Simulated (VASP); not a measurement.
# CdTe (I-4m2) in VASP: further runs

Runs on CdTe. Level: PBEsol. Tasks: single point.

All numbers are computed with VASP 6.6.1; they aren't measurements. Logs are shortened: lines on timing, memory, paths and dates and some standing lists are left out, and cuts for length are marked.

## (1) The cell of the first run

The structure is tetragonal, space group I-4m2 (No. 119). Conventional cell: a = 4.635 Å, b = 4.635 Å, c = 6.409 Å, α = 90.00°, β = 90.00°, γ = 90.00°. Within 3.7 Å of Cd (site symmetry -4m2) lie 4 Te at 2.82 Å. Te (site symmetry -4m2) has 4 Cd at 2.82 Å within 3.7 Å.

## (2) Single point, PBEsol (in-plane strain +0.01, then relaxed in part)

INCAR

```
SYSTEM = CdTe
ALGO = Normal
EDIFF = 1E-6
ENCUT = 520
GGA = PS
ISIF = 2
ISMEAR = 0
LASPH = .True.
LCHARG = .False.
LREAL = .False.
LWAVE = .False.
NBANDS = 16
NELM = 100
PREC = Accurate
SIGMA = 0.01
```

KPOINTS

```
k-points
0
Gamma
  6 6 6
  0 0 0
```

POSCAR

```
CdTe
1.0
    3.2771516875      3.2771516875      0.0000000000
   -3.2771516875      3.2771516875      0.0000000000
    0.0000000000      3.2771516875      3.2043853602
Cd Te
1 1
Direct
    0.0000000000      0.0000000000      0.0000000000
    0.7500000000      0.2500000000      0.5000000000
```

Potentials or basis: VASP PAW PBE potentials, release 64 (Cd, Te).

On the command line:

```console
$ cat potpaw_PBE.64/Cd/POTCAR potpaw_PBE.64/Te/POTCAR > POTCAR
$ mpirun -np 1 vasp_std > vasp.out
```

OUTCAR:

```text
SYSTEM = CdTe
   EDIFF = 1E-6
   ENCUT = 520
   GGA = PS
   ISIF = 2
   ISMEAR = 0
   LASPH = .True.
   LREAL = .False.
   NELM = 100
   PREC = Accurate

 ion  position               nearest neighbor table
   1  0.000  0.000  0.000-   2 2.82   2 2.82   2 2.82   2 2.82
   2  0.750  0.250  0.500-   1 2.82   1 2.82   1 2.82   1 2.82

  LATTYP: Found a body centered tetragonal cell.
 ALAT       =     4.6345923624
 C/A-ratio  =     1.3828121697

  Lattice vectors:

 A1 = (   3.2771516875,   0.0000000000,  -3.2043853602)
 A2 = (  -3.2771516875,   0.0000000000,  -3.2043853602)
 A3 = (   0.0000000000,   3.2771516875,   3.2043853602)

Analysis of symmetry for initial positions (statically):
=====================================================================
 Subroutine PRICEL returns:
 Original cell was already a primitive cell.

 Routine SETGRP: Setting up the symmetry group for a
 body centered tetragonal supercell.

 Subroutine GETGRP returns: Found  8 space group operations
 (whereof  8 operations were pure point group operations)
 out of a pool of 16 trial point group operations.

The static configuration has the point symmetry D_2d.

Analysis of symmetry for dynamics (positions and initial velocities):
=====================================================================
 Subroutine PRICEL returns:
 Original cell was already a primitive cell.

 Routine SETGRP: Setting up the symmetry group for a
 body centered tetragonal supercell.

 Subroutine GETGRP returns: Found  8 space group operations
 (whereof  8 operations were pure point group operations)
 out of a pool of 16 trial point group operations.

The dynamic configuration has the point symmetry D_2d.

 Subroutine INISYM returns: Found  8 space group operations
 (whereof  8 operations are pure point group operations),
 and found     1 'primitive' translations

----------------------------------------------------------------------------------------

                                     Primitive cell

  volume of cell :      68.8284

  direct lattice vectors                    reciprocal lattice vectors
     3.277151687  3.277151687  0.000000000     0.152571516  0.152571516 -0.156036164
    -3.277151687  3.277151687  0.000000000    -0.152571516  0.152571516 -0.156036164
     0.000000000  3.277151687  3.204385360     0.000000000  0.000000000  0.312072328

  length of vectors
     4.634592362  4.634592362  4.583427617     0.266276960  0.266276960  0.312072328

  position of ions in fractional coordinates (direct lattice)
     0.000000000  0.000000000  0.000000000
     0.750000000  0.250000000  0.500000000

  ion indices of the primitive-cell ions
   primitive index   ion index
                 1           1
                 2           2

----------------------------------------------------------------------------------------

 KPOINTS: k-points

Automatic generation of k-mesh.
 Grid dimensions read from file:
 generate k-points for:    6    6    6

 Generating k-lattice:

  Cartesian coordinates                     Fractional coordinates (reciprocal lattice)
     0.025428586  0.025428586 -0.026006027     0.166666667  0.000000000  0.000000000
    -0.025428586  0.025428586 -0.026006027     0.000000000  0.166666667  0.000000000
     0.000000000  0.000000000  0.052012055     0.000000000  0.000000000  0.166666667

  Length of vectors
     0.044379493  0.044379493  0.052012055

  Shift w.r.t. Gamma in fractional coordinates (k-lattice)
     0.000000000  0.000000000  0.000000000

 Subroutine IBZKPT returns following result:
 ===========================================

 Found     30 irreducible k-points:

 Following reciprocal coordinates:
            Coordinates               Weight
  0.000000  0.000000  0.000000      1.000000
  0.166667  0.000000  0.000000      8.000000
  0.333333  0.000000  0.000000      8.000000
  0.500000  0.000000  0.000000      4.000000
  0.166667  0.166667  0.000000      8.000000
  0.333333  0.166667  0.000000     16.000000
[... 16 lines left out ...]
 -0.333333 -0.333333  0.166667      4.000000
 -0.166667 -0.333333  0.166667     16.000000
 [... further k-points ...]
   k-points           NKPTS =     30   k-points in BZ     NKDIM =     30   number of bands    NBANDS=     16
   number of dos      NEDOS =    301   number of ions     NIONS =      2
   total plane-waves  NPLWV =  46656
   dimension x,y,z NGX =    36 NGY =   36 NGZ =   36
   dimension x,y,z NGXF=    72 NGYF=   72 NGZF=   72
   ions per type =               1   1
   NGX,Y,Z   is equivalent  to a cutoff of  12.91, 12.91, 13.06 a.u.
   NGXF,Y,Z  is equivalent  to a cutoff of  25.83, 25.83, 26.12 a.u.
 SYSTEM =  CdTe
   PREC   = accura    normal or accurate (medium, high low for compatibility)
   ISTART =      0    job   : 0-new  1-cont  2-samecut
   ICHARG =      2    charge: 1-file 2-atom 10-const
   ISPIN  =      1    spin polarized calculation?
   LNONCOLLINEAR =      F non collinear calculations
   LSORBIT =      F    spin-orbit coupling
   LASPH  =      T    aspherical Exc in radial PAW
   ENCUT  =  520.0 eV  38.22 Ry    6.18 a.u.   8.62  8.62  8.52*2*pi/ulx,y,z
   NELM   =    100;   NELMIN=  2; NELMDL= -5     # of ELM steps
   EDIFF  = 0.1E-05   stopping-criterion for ELM
   LREAL  =      F    real-space projection
   EDIFFG = 0.1E-04   stopping-criterion for IOM
   NSW    =      0    number of steps for IOM
   IBRION =     -1    ionic relax: 0-MD 1-quasi-New 2-CG
   NFREE  =      0    steps in history (QN), initial steepest desc. (CG)
   ISIF   =      2    stress and relaxation
   ISYM   =      2    0-nonsym 1-usesym 2-fastsym
   POTIM  = 0.5000    time-step for ionic-motion
   TEBEG  =    0.0;   TEEND  =   0.0 temperature during run
   PSTRESS=    0.0 pullay stress
   NELECT =      18.0000    total number of electrons
   NUPDOWN=      -1.0000    fix difference up-down
   EMIN   =  10.00;   EMAX   =-10.00  energy-range for DOS
   EFERMI =   0.00;   METHOD = LEGACY
   ISMEAR =     0;   SIGMA  =   0.01  broadening in eV -4-tet -1-fermi 0-gaus
   EFERMI_NEDOS =   21; number of points for ismear=-14 and -15
   IALGO  =     38    algorithm
   IMIX   =      4    mixing-type and parameters
     AMIX     =   0.40;   BMIX     =  1.00
     AMIX_MAG =   1.60;   BMIX_MAG =  1.00
  volume/ion in A,a.u.               =      34.41       232.24
  Fermi-wavevector in a.u.,A,eV,Ry     =   1.046911  1.978375 14.912291  1.096022
  Thomas-Fermi vector in A             =   2.181769
   LORBIT       =      0    0 simple, 1 ext, 2 COOP (PROOUT), +10 PAW based schemes
   GGA     = PS    functional components
   LHFCALC =     F    Hartree Fock is set to
   AEXX    =    0.0000 exact exchange contribution
   IVDW    =     0    specifies the selected vdW correction
   LEPSILON=     F    determine dielectric tensor
   LRPA    =     F    only Hartree local field effects (RPA)
 non-spin polarized calculation
 Gauss-broadening in eV      SIGMA  =   0.01
  energy-cutoff  :      520.00
  volume of cell :       68.83
 maximum number of plane-waves:      1883
 NGX is ok and might be reduce to    36
   NGX = 17   NGY = 17   NGZ = 17

 number of electron      18.0000000 magnetization

 Free energy of the ion-electron system (eV)
  ---------------------------------------------------
  ext. energy  EPLUGINS =         0.00000000
  ---------------------------------------------------
  free energy    TOTEN  =        -5.48241724 eV

  energy without entropy =       -5.48241724  energy(sigma->0) =       -5.48241724

 E-fermi :   2.2492     XC(G=0):  -8.7302

 val. band max:        2.1591810013   @ k =   0.0000   0.0000   0.0000
 cond. band min:       2.7376456389   @ k =   0.0000   0.0000   0.0000
 fundamental gap:      0.5784646376
 Fermi energy:         2.2491749909

 k-point     1 :       0.0000    0.0000    0.0000
  band No.  band energies     occupation
      1      -9.0340      2.00000
      2      -6.1094      2.00000
      3      -6.1094      2.00000
      4      -6.1042      2.00000
      5      -5.8536      2.00000
      6      -5.8497      2.00000
[... 8 lines left out ...]
     15      11.2801      0.00000
     16      11.5746      0.00000

 k-point     2 :       0.1667    0.0000    0.0000
  band No.  band energies     occupation
      1      -8.9349      2.00000
      2      -6.0912      2.00000
      3      -6.0877      2.00000
      4      -6.0271      2.00000
      5      -5.8540      2.00000
      6      -5.8514      2.00000
[... 8 lines left out ...]
     15      10.4412      0.00000
     16      10.6414      0.00000

 k-point     3 :       0.3333    0.0000    0.0000
  band No.  band energies     occupation
      1      -8.7358      2.00000
      2      -6.0604      2.00000
      3      -6.0555      2.00000
      4      -5.8503      2.00000
      5      -5.8482      2.00000
      6      -5.7556      2.00000
[... 8 lines left out ...]
     15      10.9321      0.00000
     16      10.9382      0.00000

 k-point     4 :       0.5000    0.0000    0.0000
  band No.  band energies     occupation
      1      -8.6379      2.00000
      2      -6.0487      2.00000
      3      -6.0427      2.00000
      4      -5.8450      2.00000
      5      -5.8410      2.00000
      6      -5.5145      2.00000
[... 8 lines left out ...]
     15      12.2703      0.00000
     16      12.4168      0.00000

 k-point     5 :       0.1667    0.1667    0.0000
  band No.  band energies     occupation
      1      -8.8019      2.00000
      2      -6.0681      2.00000
      3      -6.0555      2.00000
      4      -5.9057      2.00000
      5      -5.8607      2.00000
      6      -5.8250      2.00000
[... 8 lines left out ...]
     15      11.0135      0.00000
     16      11.7150      0.00000

 k-point     6 :       0.3333    0.1667    0.0000
  band No.  band energies     occupation
      1      -8.6399      2.00000
      2      -6.0372      2.00000
      3      -6.0298      2.00000
      4      -5.8571      2.00000
      5      -5.8528      2.00000
      6      -5.5695      2.00000
[... 8 lines left out ...]
     15      11.1726      0.00000
     16      12.3653      0.00000

 k-point     7 :       0.5000    0.1667    0.0000
  band No.  band energies     occupation
      1      -8.6093      2.00000
      2      -6.0340      2.00000
      3      -6.0179      2.00000
      4      -5.8662      2.00000
      5      -5.8409      2.00000
      6      -5.4936      2.00000
[... 8 lines left out ...]
     15      11.9536      0.00000
     16      12.4153      0.00000

 k-point     8 :      -0.3333    0.1667    0.0000
  band No.  band energies     occupation
      1      -8.7392      2.00000
      2      -6.0476      2.00000
      3      -6.0333      2.00000
      4      -5.8995      2.00000
      5      -5.8392      2.00000
      6      -5.7855      2.00000
[... 8 lines left out ...]
     15      11.6827      0.00000
     16      11.8935      0.00000

 k-point     9 :      -0.1667    0.1667    0.0000
  band No.  band energies     occupation
      1      -8.9035      2.00000
      2      -6.0734      2.00000
      3      -6.0667      2.00000
      4      -6.0293      2.00000
      5      -5.8618      2.00000
      6      -5.8434      2.00000
[... 8 lines left out ...]
     15      11.1078      0.00000
     16      11.7285      0.00000
[... 172 lines left out ...]
 k-point    19 :       0.3333    0.3333    0.1667
  band No.  band energies     occupation
      1      -8.6119      2.00000
      2      -6.0125      2.00000
      3      -6.0083      2.00000
      4      -5.8906      2.00000
      5      -5.8402      2.00000
      6      -5.5530      2.00000
[... 8 lines left out ...]
     15      12.3315      0.00000
     16      13.4361      0.00000

 k-point    20 :       0.5000    0.3333    0.1667
  band No.  band energies     occupation
      1      -8.5506      2.00000
      2      -6.0070      2.00000
      3      -5.9923      2.00000
      4      -5.8743      2.00000
      5      -5.8487      2.00000
      6      -5.3725      2.00000
[... 8 lines left out ...]
     15      12.4029      0.00000
     16      13.0677      0.00000

 k-point    21 :       0.5000    0.5000    0.1667
  band No.  band energies     occupation
      1      -8.5212      2.00000
      2      -5.9842      2.00000
      3      -5.9721      2.00000
      4      -5.8983      2.00000
      5      -5.8387      2.00000
      6      -5.3301      2.00000
[... 8 lines left out ...]
     15      12.9432      0.00000
     16      13.2696      0.00000

 k-point    22 :      -0.1667    0.5000    0.1667
  band No.  band energies     occupation
      1      -8.6112      2.00000
      2      -6.0175      2.00000
      3      -6.0029      2.00000
      4      -5.8905      2.00000
      5      -5.8401      2.00000
      6      -5.5550      2.00000
[... 8 lines left out ...]
     15      12.1538      0.00000
     16      13.3329      0.00000

 k-point    23 :      -0.3333   -0.3333    0.1667
  band No.  band energies     occupation
      1      -8.5188      2.00000
      2      -5.9833      2.00000
      3      -5.9748      2.00000
      4      -5.8959      2.00000
      5      -5.8409      2.00000
      6      -5.3258      2.00000
[... 8 lines left out ...]
     15      13.2563      0.00000
     16      13.3849      0.00000

 k-point    24 :      -0.1667   -0.3333    0.1667
  band No.  band energies     occupation
      1      -8.5471      2.00000
      2      -6.0082      2.00000
      3      -5.9907      2.00000
      4      -5.8769      2.00000
      5      -5.8486      2.00000
      6      -5.3643      2.00000
[... 8 lines left out ...]
     15      12.5193      0.00000
     16      13.3291      0.00000

 [... further k-points ...]
[... 5 lines left out ...]
  --------------------------------------------------------------------------------------
  -------------------------------------------------------------------------------------
  Total       -0.1127248     -0.1127248      0.0473163      0.0000000     -0.0000000      0.0000000
  in kB       -2.6239906     -2.6239906      1.1014210      0.0000000     -0.0000000      0.0000000
  external PRESSURE =      -1.3821867 kB  Pullay stress =       0.0000000 kB

 VOLUME and BASIS-vectors are now :
 -----------------------------------------------------------------------------
  energy-cutoff  :      520.00
  volume of cell :       68.83
      direct lattice vectors                 reciprocal lattice vectors
     3.277151687  3.277151687  0.000000000     0.152571516  0.152571516 -0.156036164
    -3.277151687  3.277151687  0.000000000    -0.152571516  0.152571516 -0.156036164
     0.000000000  3.277151687  3.204385360     0.000000000  0.000000000  0.312072328

 POSITION                                       TOTAL-FORCE (eV/Angst)
 -----------------------------------------------------------------------------------
      0.00000      0.00000      0.00000         0.000000      0.000000      0.000000
      1.63858      4.91573      1.60219        -0.000000     -0.000000      0.000000
 -----------------------------------------------------------------------------------
    total drift:                                0.000000     -0.000000      0.000000

  FREE ENERGIE OF THE ION-ELECTRON SYSTEM (eV)
  ---------------------------------------------------
  free  energy   TOTEN  =        -5.4824172426 eV

  energy  without entropy=       -5.4824172426  energy(sigma->0) =       -5.48241724
```

Wall time 30 s (1 thread of AMD EPYC 7R13 (Zen 3), shared host); peak memory 0.19 GiB.

What came out:

```
Free energy            : -5.4824 eV
Pressure               : -0.1 GPa
Band gap on the k mesh : 0.58 eV, direct
```

Stress tensor (GPa, compression positive):
```
-0.26  0.00  0.00
 0.00 -0.26  0.00
 0.00  0.00  0.11
```

Caveat: the cell differs from its parent crystal (in-plane strain +0.01, then relaxed in part); the PAW data sets were made with another functional, which shifts forces and pressure a little; spin-orbit coupling is left out, which moves the levels of the heavy elements.

(Continued in part 2 of 2.)
